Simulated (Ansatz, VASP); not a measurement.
## One calculation of Zn, two programs

INCAR

```
SYSTEM = Zn
PREC = Accurate
ENCUT = 600
EDIFF = 1E-6
ISMEAR = 0
SIGMA = 0.1
LREAL = .FALSE.
LASPH = .TRUE.
NELM = 80
ALGO = Normal
ISIF = 3
LWAVE = .FALSE.
LCHARG = .FALSE.
GGA = PE
IVDW = 12
IBRION = 2
NSW = 100
EDIFFG = -0.005
```

KPOINTS

```
regular mesh
0
G
  18 18 18
  0 0 0
```

Contents of POSCAR:

```
Zn
1.0
    0.0000000000      1.9647760000      1.9647760000
    1.9647760000      0.0000000000      1.9647760000
    1.9647760000      1.9647760000      0.0000000000
Zn
1
Direct
    0.0000000000      0.0000000000      0.0000000000
```

Input for Ansatz:

```yaml
crystal:
  lattice:
    - [0.0, 1.964776, 1.964776]
    - [1.964776, 0.0, 1.964776]
    - [1.964776, 1.964776, 0.0]
  atoms:
    - { symbol: Zn, position: [0.0, 0.0, 0.0] }
basis:
  ecutwfc: 420
kpoints:
  mp_grid: { grid: [18, 18, 18] }
hamiltonian:
  xc: pbe
  dispersion: d3bj
scf:
  occupations: { method: gaussian, width: 0.1 }
output:
  forces: true
  stress: true
  eigenvalues: true
relax:
  adjacent_minimum: "off"
  f_tol: 0.005
  max_steps: 80
  cell: { stress_tol: 0.05 }
```

Alike in both runs: task relaxation of cell and atoms; functional PBE; dispersion D3(BJ); k mesh 18 × 18 × 18; occupations gaussian, width 0.1 eV; no spin polarisation.

|  | VASP | Ansatz |
| --- | --- | --- |
| version | VASP 6.6.1 | Ansatz 0.2.0 |
| potentials or method | VASP PAW PBE potentials, release 64 (Zn), cutoff 600 eV | scalar-relativistic, plane waves, PAW |
| valence electrons in the cell | 12 | 12 |

```tsv
	VASP	Ansatz	Ansatz less VASP
gap on the k mesh at the Fermi level, each at its own relaxed structure (eV)	none	none	-
relaxed volume (Å³/atom)	14.31	14.24	-0.064
relaxed cell length with the largest relative difference (Å)	2.725	2.721	-0.0041
```

A gap of «none» marks a metal or a gap that the smearing closes.
